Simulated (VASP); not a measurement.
Os3Cl:

```xyz
4
Lattice="4.0072 0.0000 0.0000 0.0000 4.0072 0.0000 0.0000 0.0000 4.0072" Properties=species:S:1:pos:R:3 pbc="T T T"
Os    0.0000    2.0036    2.0036
Os    2.0036    0.0000    2.0036
Os    2.0036    2.0036    0.0000
Cl    0.0000    0.0000    0.0000
```

```yaml
Program: VASP 6.6.1
Task: relaxation of cell and atoms
Functional: PBE
Potentials_or_basis: VASP PAW PBE potentials, release 64 (Os, Cl)
Cutoff: 600 eV
k_mesh: 4 × 4 × 4
Occupations: gaussian, width 0.1 eV
Spin: collinear spin
Starting_moments: "[0.16, 0.16, 0.16, 0.05] μB"
```

At the start: pressure -14.4 GPa; volume 16.09 Å³/atom.

Question: Where does the relaxation end?

Answer: Over 4 steps the energy falls by 56.2 meV/atom and the volume is 14.94 Å³/atom (-7.1 %); space group Pm-3m (No. 221, to 0.1 Å) before and after; moment 0.00 μB per cell.

The path:
```
step  energy change (eV)  largest force (eV/Å)  pressure (GPa)  volume (Å³)
   1              0.0000                0.0000          -14.36        64.34
   2              0.7816                0.0000           47.07        51.83
   3             -0.2241                0.0000           -0.77        59.92
   4             -0.2246                0.0000           -0.16        59.76
```

Final structure:
```cif
data_structure
_symmetry_space_group_name_H-M 'P 1'
_symmetry_Int_Tables_number 1
_cell_length_a 3.9096
_cell_length_b 3.9096
_cell_length_c 3.9096
_cell_angle_alpha 90.000
_cell_angle_beta 90.000
_cell_angle_gamma 90.000
_cell_volume 59.76
loop_
_atom_site_label
_atom_site_type_symbol
_atom_site_fract_x
_atom_site_fract_y
_atom_site_fract_z
_atom_site_occupancy
Os1 Os 0.00000 0.50000 0.50000 1
Os2 Os 0.50000 0.00000 0.50000 1
Os3 Os 0.50000 0.50000 0.00000 1
Cl1 Cl 0.00000 0.00000 0.00000 1
```

Caveat: the k points lie up to 0.40 Å⁻¹ apart in the final cell.
